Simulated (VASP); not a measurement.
## WSe2: single point with r2SCAN

The system is WSe2, a slab with vacuum.

```xyz
3
Lattice="3.4921 0.0000 0.0000 -1.7461 3.0243 0.0000 0.0000 0.0000 16.6581" Properties=species:S:1:pos:R:3 pbc="T T T"
W     0.0000    0.0000    0.0000
Se    0.0000    2.0162    1.6623
Se    0.0000    2.0162   14.9959
```

This cell differs from its parent crystal: strain +0.0525 x Voigt [1, 1, 0, 0, 0, 0].

```json
{
 "Program": "VASP 6.6.1",
 "Task": "single point",
 "Functional": "r2SCAN",
 "Potentials or basis": "VASP PAW PBE potentials, release 64 (W_sv, Se)",
 "Cutoff": "520 eV",
 "k mesh": "12 × 12 × 2",
 "Occupations": "gaussian, width 0.05 eV",
 "Spin": "no spin polarisation"
}
```

* Largest force: 0.939 eV/Å
* Band gap on the k mesh: 1.10 eV (least direct gap 1.19 eV)

Forces on the atoms (eV/Å):
```
W    0.000  0.000  0.000
Se   0.000  0.000 -0.939
Se   0.000  0.000  0.939
```

Levels at points of the mesh, in eV from the valence-band top:
```tsv
k point	band 9	band 10	band 11	band 12	band 13	band 14	band 15	band 16	band 17	band 18
(0.00, 0.00, 0.00)	-2.65	-1.83	-1.62	-1.62	0.00	2.56	2.56	2.73	2.73	4.29
(0.50, 0.00, 0.00)	-4.09	-3.13	-1.96	-1.45	-0.88	1.88	2.22	3.62	4.05	4.48
(0.00, 0.00, 0.50)	-2.65	-1.83	-1.62	-1.62	0.00	2.56	2.56	2.73	2.73	4.30
(0.50, 0.00, 0.50)	-4.09	-3.13	-1.96	-1.45	-0.88	1.88	2.22	3.62	4.05	4.48
```

Run time: 6.2 min on 1 thread of Intel(R) Xeon(R) 6975P-C (Granite Rapids), with other jobs on the host, peak memory 0.42 GiB.

Caveat: the cell differs from its parent crystal (strain +0.0525 x Voigt [1, 1, 0, 0, 0, 0]); there is no dipole correction, which matters where the two faces differ; the PAW data sets were made with another functional, which shifts forces and pressure a little; spin-orbit coupling is left out, which moves the levels of the heavy elements.
